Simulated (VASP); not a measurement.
# Re (P6_3/mmc) in VASP: a series of runs, part 2 of 2

VASP 6.6.1. The steps go on from the part before.

### Step 5. Single point, r2SCAN

This run uses another cell than the first one, of 15.60 Å³/atom.

POSCAR reads:

```
Re
1.0
    2.8149470801      0.0000000000      0.0000000000
   -1.4074735401      2.4378156817      0.0000000000
    0.0000000000      0.0000000000      4.5456378849
Re
2
Direct
    0.6666666667      0.3333333333      0.7500000000
    0.3333333333      0.6666666667      0.2500000000
```

INCAR.step1 reads:

```
  PREC = Accurate
  ENCUT = 520
  ISMEAR = -1
  SIGMA = 0.05
  LREAL = F
  LASPH = T
  NELM = 60
  NBANDS = 14
  GGA = PE
  ALGO = Normal
  EDIFF = 1E-4
  LWAVE = T
  LCHARG = F
```

INCAR.step2 reads:

```
  PREC = Accurate
  ENCUT = 520
  EDIFF = 1E-6
  ISMEAR = -1
  SIGMA = 0.05
  LREAL = F
  LASPH = T
  NELM = 60
  ALGO = Normal
  ISIF = 2
  LWAVE = F
  LCHARG = F
  METAGGA = R2SCAN
  LMIXTAU = T
  NBANDS = 14
  ISTART = 1
```

KPOINTS reads:

```
regular mesh
0
Gamma
  11 11 6
```

Potentials or basis: VASP PAW PBE potentials, release 64 (Re).

Launch:

```bash
$ cat potpaw_PBE.64/Re/POTCAR > POTCAR
$ cp INCAR.step1 INCAR
$ mpirun -np 1 vasp_std > vasp.out
$ cp INCAR.step2 INCAR
$ mpirun -np 1 vasp_std > vasp.out
```

OUTCAR:

```text
PREC = Accurate
   ENCUT = 520
   EDIFF = 1E-6
   ISMEAR = -1
   LREAL = F
   LASPH = T
   NELM = 60
   ISIF = 2
   METAGGA = R2SCAN
   ISTART = 1

 ion  position               nearest neighbor table
   1  0.667  0.333  0.750-   2 2.79   2 2.79   2 2.79   2 2.79   2 2.79   2 2.79
   2  0.333  0.667  0.250-   1 2.79   1 2.79   1 2.79   1 2.79   1 2.79   1 2.79

  LATTYP: Found a hexagonal cell.
 ALAT       =     2.8149470801
 C/A-ratio  =     1.6148217908

  Lattice vectors:

 A1 = (   2.8149470801,   0.0000000000,   0.0000000000)
 A2 = (  -1.4074735401,   2.4378156817,   0.0000000000)
 A3 = (   0.0000000000,   0.0000000000,   4.5456378849)

Analysis of symmetry for initial positions (statically):
=====================================================================
 Subroutine PRICEL returns:
 Original cell was already a primitive cell.

 Routine SETGRP: Setting up the symmetry group for a
 hexagonal supercell.

 Subroutine GETGRP returns: Found 24 space group operations
 (whereof 12 operations were pure point group operations)
 out of a pool of 24 trial point group operations.

The static configuration has the point symmetry D_3d.
[... 169 lines left out ...]

 k-point     1 :       0.0000    0.0000    0.0000
  band No.  band energies     occupation
      1      -2.9547      2.00000
      2       0.4819      2.00000
      3       5.4839      2.00000
      4       5.5103      2.00000
      5       5.5103      2.00000
      6       6.2953      2.00000
      7       6.2953      2.00000
      8       7.1915      0.02831
      9       7.1915      0.02831
     10       7.4201      0.00030
     11      10.2288      0.00000
     12      10.2288      0.00000
     13      16.7426      0.00000
     14      21.7294      0.00000
[... 377 lines left out ...]
      1      -0.6516      2.00000
      2       2.1517      2.00000
      3       3.5033      2.00000
      4       3.8833      2.00000
      5       5.1415      2.00000
      6       5.7829      2.00000
      7       6.3650      1.99999
      8       7.2990      0.00334
      9       7.9758      0.00000
     10       8.3362      0.00000
     11      10.5770      0.00000
     12      13.5311      0.00000
     13      18.0235      0.00000
     14      22.8149      0.00000

 [... further k-points ...]
[... 5 lines left out ...]
  --------------------------------------------------------------------------------------
  -------------------------------------------------------------------------------------
  Total       -4.0420985     -4.0420985     -3.8692036      0.0000000      0.0000000     -0.0000000
  in kB     -207.6115618   -207.6115618   -198.7312805      0.0000000      0.0000000     -0.0000000
  external PRESSURE =    -204.6514680 kB  Pullay stress =       0.0000000 kB

 VOLUME and BASIS-vectors are now :
 -----------------------------------------------------------------------------
  energy-cutoff  :      520.00
  volume of cell :       31.19
      direct lattice vectors                 reciprocal lattice vectors
     2.814947080  0.000000000  0.000000000     0.355246465  0.205101642  0.000000000
    -1.407473540  2.437815682  0.000000000     0.000000000  0.410203285  0.000000000
     0.000000000  0.000000000  4.545637885     0.000000000  0.000000000  0.219991127

 POSITION                                       TOTAL-FORCE (eV/Angst)
 -----------------------------------------------------------------------------------
      1.40747      0.81261      3.40923         0.000000     -0.000000      0.000000
     -0.00000      1.62521      1.13641        -0.000000      0.000000      0.000000
 -----------------------------------------------------------------------------------
    total drift:                               -0.000000      0.000000     -0.000000

  FREE ENERGIE OF THE ION-ELECTRON SYSTEM (eV)
  ---------------------------------------------------
  free  energy   TOTEN  =      -104.7836098186 eV

  energy  without entropy=     -104.7673113431  energy(sigma->0) =     -104.77546058
```

OSZICAR.step1:

```text
N       E                     dE             d eps       ncg     rms          rms(c)
DAV:   1     0.201914154361E+02    0.20191E+02   -0.67826E+03  3584   0.122E+03
DAV:   2    -0.252653025287E+02   -0.45457E+02   -0.39746E+02  2956   0.271E+02
DAV:   3    -0.262991028205E+02   -0.10338E+01   -0.10102E+01  2786   0.432E+01
DAV:   4    -0.263084874274E+02   -0.93846E-02   -0.93608E-02  2802   0.298E+00
DAV:   5    -0.263086849772E+02   -0.19755E-03   -0.19751E-03  2806   0.701E-01    0.382E+01
DAV:   6    -0.251581296219E+02    0.11506E+01   -0.10059E+00  3124   0.281E+01    0.142E+01
DAV:   7    -0.248061991972E+02    0.35193E+00   -0.58392E-01  3160   0.209E+01    0.920E-01
DAV:   8    -0.247920131040E+02    0.14186E-01   -0.97935E-03  3388   0.139E+00    0.293E-01
DAV:   9    -0.247911194207E+02    0.89368E-03   -0.17251E-04  1918   0.311E-01    0.836E-02
DAV:  10    -0.247911828068E+02   -0.63386E-04   -0.46623E-04  2270   0.229E-01
   1 F= -.24791183E+02 E0= -.24783097E+02  d E =-.161717E-01
```

It took 2 min on 1 thread of Intel Xeon 8259CL, shared host; peak memory 0.17 GiB.

Results:

```yaml
Free_energy: -104.7836 eV
Pressure: -20.5 GPa
Band_gap_on_the_k_mesh: zero (bands 7 and 8 overlap by 2.77 eV)
```

Levels at points of the mesh, in eV from the Fermi level:
```tsv
k point	band 4	band 5	band 6	band 7	band 8	band 9	band 10	band 11
(0.00, 0.00, 0.00)	-1.47	-1.47	-0.68	-0.68	0.21	0.21	0.44	3.25
(0.00, 0.00, 0.50)	-2.33	-1.60	-1.60	-1.60	-1.60	2.45	2.45	2.45
```

Caveat: the cell stands under tension; the PAW data sets were made with another functional, which shifts forces and pressure a little; spin-orbit coupling is left out, which moves the levels of the heavy elements.

### Step 6. Overview

| task | level | cell | cutoff (eV) | gap on the mesh (eV) | pressure (GPa) |
| --- | --- | --- | --- | --- | --- |
| relaxation of cell and atoms | PBEsol | relaxed to 20 GPa from a = 2.761, b = 2.761, c = 4.458 Å, angles 90.0, 90.0, 120.0°, 2 atoms | 600 | none | 20.0 |
| relaxation of cell and atoms | PBEsol | relaxed to 30 GPa from a = 2.761, b = 2.761, c = 4.458 Å, angles 90.0, 90.0, 120.0°, 2 atoms | 600 | none | 30.0 |
| single point | RPBE | a = 2.761, b = 2.761, c = 4.458 Å, angles 90.0, 90.0, 120.0°, 2 atoms | 520 | none | 9.4 |
| single point | r2SCAN | a = 2.815, b = 2.815, c = 4.546 Å, angles 90.0, 90.0, 120.0°, 2 atoms | 520 | none | -20.5 |

Alike in all rows: potentials or basis VASP PAW PBE potentials, release 64 (Re); no spin polarisation; k mesh 11 × 11 × 6; smearing fermi-dirac 0.05 eV.

Caveats: the PAW data sets were made with another functional, which shifts forces and pressure a little; spin-orbit coupling is left out, which moves the levels of the heavy elements; the cell is relaxed towards a set pressure, so the run minimises the enthalpy, not the energy (at least some runs); the cell stands under pressure (at least some runs); the cell stands under tension (at least some runs).

Absolute energies hang on the potentials; compare differences alone.
